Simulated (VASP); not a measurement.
# GaO (P6_3/mmc) in VASP: further runs, part 2 of 2

VASP 6.6.1.

## (4) Relaxation of cell and atoms, PBEsol

This run uses another cell than the first one, of 13.23 Å³/atom.

File INCAR:

```
PREC = Accurate ; ENCUT = 600
EDIFF = 1E-7 ; ISMEAR = 0
SIGMA = 0.02 ; LREAL = False
LASPH = True ; NELM = 120
ALGO = Normal ; ISIF = 3
LWAVE = False ; LCHARG = False
GGA = PS ; IBRION = 2
NSW = 100 ; EDIFFG = -0.005
GGA_COMPAT = False ; NELMIN = 4
```

File KPOINTS:

```
Automatic mesh
0
Gamma
  12 12 2
```

File POSCAR:

```
GaO
1.0
    3.0693346496      0.0000000000      0.0000000000
   -1.5346673248      2.6581217793      0.0000000000
    0.0000000000      0.0000000000     12.9772058136
Ga O
4 4
Direct
    0.3333333333      0.6666666667      0.1544505463
    0.6666666667      0.3333333333      0.6544505463
    0.3333333333      0.6666666667      0.3455494537
    0.6666666667      0.3333333333      0.8455494537
    0.3333333333      0.6666666667      0.5988959730
    0.6666666667      0.3333333333      0.0988959730
    0.3333333333      0.6666666667      0.9011040270
    0.6666666667      0.3333333333      0.4011040270
```

Potentials or basis: VASP PAW PBE potentials, release 64 (Ga_d, O).

Started as:

```console
$ cat potpaw_PBE.64/Ga_d/POTCAR potpaw_PBE.64/O/POTCAR > POTCAR
$ mpirun -np 1 vasp_std > vasp.out
```

OUTCAR:

```text
PREC = Accurate
   ENCUT = 600
   EDIFF = 1E-7
   ISMEAR = 0
   LREAL = False
   LASPH = True
   NELM = 120
   ISIF = 3
   GGA = PS
   IBRION = 2
   NSW = 100
   EDIFFG = -0.005
   NELMIN = 4

 ion  position               nearest neighbor table
   1  0.333  0.667  0.154-   6 1.91   6 1.91   6 1.91   3 2.48
   2  0.667  0.333  0.654-   5 1.91   5 1.91   5 1.91   4 2.48
   3  0.333  0.667  0.346-   8 1.91   8 1.91   8 1.91   1 2.48
   4  0.667  0.333  0.846-   7 1.91   7 1.91   7 1.91   2 2.48
   5  0.333  0.667  0.599-   2 1.91   2 1.91   2 1.91
   6  0.667  0.333  0.099-   1 1.91   1 1.91   1 1.91
   7  0.333  0.667  0.901-   4 1.91   4 1.91   4 1.91
   8  0.667  0.333  0.401-   3 1.91   3 1.91   3 1.91

  LATTYP: Found a hexagonal cell.
[... 410 lines left out ...]

 number of electron      76.0000012 magnetization

 Free energy of the ion-electron system (eV)
  ---------------------------------------------------
  ext. energy  EPLUGINS =         0.00000000
  ---------------------------------------------------
  free energy    TOTEN  =       -46.15739610 eV

  energy without entropy =      -46.15739610  energy(sigma->0) =      -46.15739610

 E-fermi :   3.7895     XC(G=0): -11.0659

 val. band max:        3.6633722671   @ k =   0.0833   0.0000   0.0000
 cond. band min:       4.6909479876   @ k =   0.0000   0.0000   0.0000
 fundamental gap:      1.0275757205
 Fermi energy:         3.7895451349

 k-point     1 :       0.0000    0.0000    0.0000
  band No.  band energies     occupation
      1     -15.5074      2.00000
      2     -15.4319      2.00000
      3     -15.2504      2.00000
      4     -15.1691      2.00000
      5     -10.1825      2.00000
      6     -10.1825      2.00000
[... 1141 lines left out ...]
     44      11.2335      0.00000
     45      11.5078      0.00000

 [... further k-points ...]
[... 5 lines left out ...]
  --------------------------------------------------------------------------------------
  -------------------------------------------------------------------------------------
  Total        0.0137235      0.0137235      0.0281083      0.0000000     -0.0000000      0.0000000
  in kB        0.2112505      0.2112505      0.4326821      0.0000000     -0.0000000      0.0000000
  external PRESSURE =       0.2850610 kB  Pullay stress =       0.0000000 kB
[... 23 lines left out ...]
  FREE ENERGIE OF THE ION-ELECTRON SYSTEM (eV)
  ---------------------------------------------------
  free  energy   TOTEN  =       -46.1573961033 eV

  energy  without entropy=      -46.1573961033  energy(sigma->0) =      -46.15739610

 reached required accuracy - stopping structural energy minimisation
```

OSZICAR:

```text
N       E                     dE             d eps       ncg     rms          rms(c)
DAV:   1     0.985656552148E+03    0.98566E+03   -0.39150E+04  3766   0.332E+03
[... 271 lines left out ...]
       N       E                     dE             d eps       ncg     rms          rms(c)
DAV:   1    -0.461574269365E+02   -0.38435E-04   -0.13194E-02  3535   0.670E-01    0.580E-02
DAV:   2    -0.461574083588E+02    0.18578E-04   -0.63022E-04  3806   0.215E-01    0.227E-02
DAV:   3    -0.461573982865E+02    0.10072E-04   -0.56879E-05  4977   0.576E-02    0.918E-03
DAV:   4    -0.461573960756E+02    0.22109E-05   -0.98581E-06  5312   0.270E-02    0.427E-03
DAV:   5    -0.461573960565E+02    0.19149E-07   -0.35831E-06  3697   0.137E-02    0.167E-03
DAV:   6    -0.461573961033E+02   -0.46788E-07   -0.77526E-07  3808   0.423E-03
  31 F= -.46157396E+02 E0= -.46157396E+02  d E =-.761748E-05
```

It took 37 min on 1 thread of Intel Xeon 6975P-C (Granite Rapids), shared host; peak memory 0.4 GiB.

What came out:

```yaml
Free_energy: -46.1574 eV
Relaxed_volume: 13.01 Å³/atom
Relaxed_cell: a = 3.074 Å, b = 3.074 Å, c = 12.716 Å, α = 90.00°, β = 90.00°, γ = 120.00°
Space_group_after_relaxing_to_0.1_Å: P6_3/mmc (No. 194)
Energy_gained_by_relaxing: 0.5 meV/atom
Ionic_steps: 31
Pressure_after_relaxing: 0.0 GPa
Largest_force_after_relaxing: 0.004 eV/Å
Band_gap_on_the_k_mesh: 1.03 eV (least direct gap 1.03 eV)
```

Forces on the atoms (eV/Å):
```
Ga   0.000  0.000 -0.004
Ga   0.000  0.000 -0.004
Ga   0.000  0.000  0.004
Ga   0.000  0.000  0.004
O    0.000  0.000  0.000
O    0.000  0.000  0.000
O    0.000  0.000  0.000
O    0.000  0.000  0.000
```

Step by step:
```csv
step,energy change (eV),largest force (eV/Å),pressure (GPa),volume (Å³)
1,0.0000,0.0365,-0.20,105.88
2,-0.0007,0.0319,-0.08,105.63
3,-0.0007,0.0354,-0.06,105.61
4,-0.0009,0.0254,0.07,105.48
5,-0.0009,0.0489,0.23,105.31
6,-0.0010,0.0495,0.24,105.29
7,-0.0012,0.0513,0.20,105.25
8,-0.0016,0.0548,0.13,105.16
9,-0.0021,0.0615,0.03,104.97
10,-0.0025,0.0385,-0.08,104.96
11,-0.0028,0.0360,-0.29,104.94
12,-0.0031,0.0267,-0.18,104.82
13,-0.0033,0.0128,-0.05,104.62
14,-0.0033,0.0116,-0.03,104.61
15,-0.0033,0.0071,0.00,104.58
16,-0.0034,0.0080,0.06,104.53
17,-0.0033,0.0270,0.15,104.44
18,-0.0034,0.0156,0.10,104.49
19,-0.0034,0.0147,0.07,104.50
20,-0.0034,0.0137,0.04,104.50
21,-0.0035,0.0120,-0.04,104.52
22,-0.0035,0.0114,-0.03,104.50
23,-0.0035,0.0103,-0.05,104.47
24,-0.0036,0.0078,-0.07,104.39
25,-0.0037,0.0034,-0.11,104.24
26,-0.0037,0.0090,0.06,104.08
27,-0.0037,0.0073,-0.01,104.13
28,-0.0037,0.0081,0.04,104.11
29,-0.0037,0.0075,0.01,104.12
30,-0.0037,0.0078,0.02,104.11
31,-0.0038,0.0042,0.03,104.08
```

Final structure:
```
Ga O
1.0
     3.07428    0.00000    0.00000
    -1.53714    2.66241    0.00000
     0.00000    0.00000   12.71622
Ga O
4 4
Direct
  0.33333 0.66667 0.15278
  0.66667 0.33333 0.65278
  0.33333 0.66667 0.34722
  0.66667 0.33333 0.84722
  0.33333 0.66667 0.59648
  0.66667 0.33333 0.09648
  0.33333 0.66667 0.90352
  0.66667 0.33333 0.40352
```

Levels at points of the mesh, in eV from the valence-band top:
| k point | band 35 | band 36 | band 37 | band 38 | band 39 | band 40 | band 41 | band 42 |
| --- | --- | --- | --- | --- | --- | --- | --- | --- |
| (0.00, 0.00, 0.00) | -2.21 | -2.21 | -1.59 | -0.01 | 1.03 | 2.28 | 4.48 | 4.66 |
| (0.50, 0.00, 0.00) | -2.75 | -2.44 | -0.74 | -0.26 | 2.38 | 2.93 | 5.31 | 5.35 |
| (0.00, 0.00, 0.50) | -2.23 | -2.23 | -0.86 | -0.86 | 1.77 | 1.77 | 4.59 | 4.59 |
| (0.50, 0.00, 0.50) | -2.58 | -2.58 | -0.49 | -0.49 | 2.64 | 2.64 | 5.38 | 5.38 |

Caveat: the PAW data sets were made with another functional, which shifts forces and pressure a little. A k mesh can miss the band edges.

## (5) Overview

| task | cell | k mesh | cutoff (eV) | smearing | gap on the mesh (eV) | pressure (GPa) | relaxed volume (Å³/atom) | largest force (eV/Å) |
| --- | --- | --- | --- | --- | --- | --- | --- | --- |
| single point | a = 3.070, b = 3.070, c = 12.872 Å, angles 90.0, 90.0, 120.0°, 8 atoms, atomic positions A | 12 × 12 × 2 | 520 | gaussian 0.01 eV | 1.10 | 0.2 | - | 0.02 |
| relaxation of cell and atoms | relaxed from a = 3.074, b = 3.074, c = 13.077 Å, angles 90.0, 90.0, 120.0°, 8 atoms, atomic positions B | 6 × 6 × 2 | 600 | gaussian 0.1 eV | 1.09 | 0.3 | 13.05 | 0.04 |
| relaxation of cell and atoms | relaxed from a = 3.069, b = 3.069, c = 12.977 Å, angles 90.0, 90.0, 120.0°, 8 atoms, atomic positions C | 12 × 12 × 2 | 600 | gaussian 0.02 eV | 1.03 | 0.0 | 13.01 | - |

Alike in all rows: level PBEsol; potentials or basis VASP PAW PBE potentials, release 64 (Ga_d, O); no spin polarisation.

Caveats: the PAW data sets were made with another functional, which shifts forces and pressure a little; the relaxation stopped at a loose force limit of 0.05 eV/Å, so its end isn't a converged minimum (at least some runs).

Total energies depend on the potentials used, so only differences within one code and one set of settings carry meaning.
